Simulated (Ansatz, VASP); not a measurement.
**One calculation of Al3BAs4, two programs**

```xyz
8
Lattice="3.7575 0.0000 0.0000 0.0000 3.7575 0.0000 0.0000 0.0000 10.6279" Properties=species:S:1:pos:R:3 pbc="T T T"
Al    0.0000    0.0000    7.9710
Al    1.8788    1.8788    0.0000
Al    0.0000    0.0000    2.6570
B     1.8788    1.8788    5.3140
As    1.8788    0.0000    9.2995
As    0.0000    1.8788    1.3285
As    1.8788    0.0000    3.9855
As    0.0000    1.8788    6.6425
```

Alike in both runs: task single point; functional PBE; k mesh 4 × 4 × 2; occupations gaussian, width 0.1 eV; no spin polarisation.

|  | VASP | Ansatz |
| --- | --- | --- |
| version | VASP 6.6.1 | Ansatz 0.2.0 |
| potentials or method | VASP PAW PBE potentials, release 64 (Al, B, As), cutoff 500 eV | scalar-relativistic, plane waves, PAW |
| valence electrons in the cell | 32 | 72 |

VASP gave:

* gap on the k mesh at the Fermi level (eV): 1.07
* least direct gap on the mesh (eV): 1.19
* pressure (GPa): 13.9
* traceless stress, the component that is largest in VASP (GPa): -1.33
* rms of the force components (eV/Å): 0.986

Problem. What did Ansatz give for the same quantities?

Solution. gap on the k mesh at the Fermi level (eV): 1.08; least direct gap on the mesh (eV): 1.21; pressure (GPa): 13.6; traceless stress, the component that is largest in VASP (GPa): -1.32; rms of the force components (eV/Å): 0.981.

Atom by atom the forces differ by 0.005 eV/Å (rms over components). VASP's potentials hold 32 valence electrons a cell and Ansatz's 72, so a difference there can come from the potentials and not from the codes.
